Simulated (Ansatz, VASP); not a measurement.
**Two plane-wave programs on In**

File INCAR:

```
  PREC = Accurate
  ENCUT = 520
  EDIFF = 1E-6
  ISMEAR = 0
  SIGMA = 0.1
  LREAL = F
  LASPH = T
  NELM = 100
  ALGO = Fast
  ISIF = 2
  LWAVE = F
  LCHARG = T
  GGA = PE
  LELF = T
  LVHAR = T
  NBANDS = 34
```

Contents of KPOINTS:

```
Automatic mesh
0
Gamma
  15 15 4
```

The input POSCAR:

```
In
1.0
    3.4580651296      0.0000000000      0.0000000000
   -1.7290325648      2.9947722502      0.0000000000
    0.0000000000      0.0000000000     10.1302344388
In
4
Direct
    0.0000000000      0.0000000000      0.0000000000
    0.3333333300      0.6666666700      0.2500000000
    0.0000000000      0.0000000000      0.5000000000
    0.6666666700      0.3333333300      0.7500000000
```

Input for Ansatz:

```yaml
crystal:
  lattice:
    - [3.4580651296, 0.0, 0.0]
    - [-1.7290325648, 2.9947722502, 0.0]
    - [0.0, 0.0, 10.1302344388]
  atoms:
    - { symbol: In, position: [0.0, 0.0, 0.0] }
    - { symbol: In, position: [0.33333333, 0.66666667, 0.25] }
    - { symbol: In, position: [0.0, 0.0, 0.5] }
    - { symbol: In, position: [0.66666667, 0.33333333, 0.75] }
basis:
  ecutwfc: 420
kpoints:
  mp_grid: { grid: [15, 15, 4] }
hamiltonian:
  xc: pbe
scf:
  occupations: { method: gaussian, width: 0.1 }
output:
  forces: true
  stress: true
  eigenvalues: true
```

Alike in both runs: task single point; functional PBE; k mesh 15 × 15 × 4; occupations gaussian, width 0.1 eV; no spin polarisation.

|  | VASP | Ansatz |
| --- | --- | --- |
| version | VASP 6.6.1 | Ansatz 0.2.0 |
| potentials or method | VASP PAW PBE potentials, release 64 (In_d), cutoff 520 eV | scalar-relativistic, plane waves, PAW |
| valence electrons in the cell | 52 | 52 |

Ansatz gave:

```
gap on the k mesh at the Fermi level (eV)                     : none
pressure (GPa)                                                : 2.3
traceless stress, the component that is largest in VASP (GPa) : 1.28
```

Which values does VASP return?

gap on the k mesh at the Fermi level (eV): none; pressure (GPa): 2.3; traceless stress, the component that is largest in VASP (GPa): 1.30.

A gap of «none» marks a metal or a gap that the smearing closes.
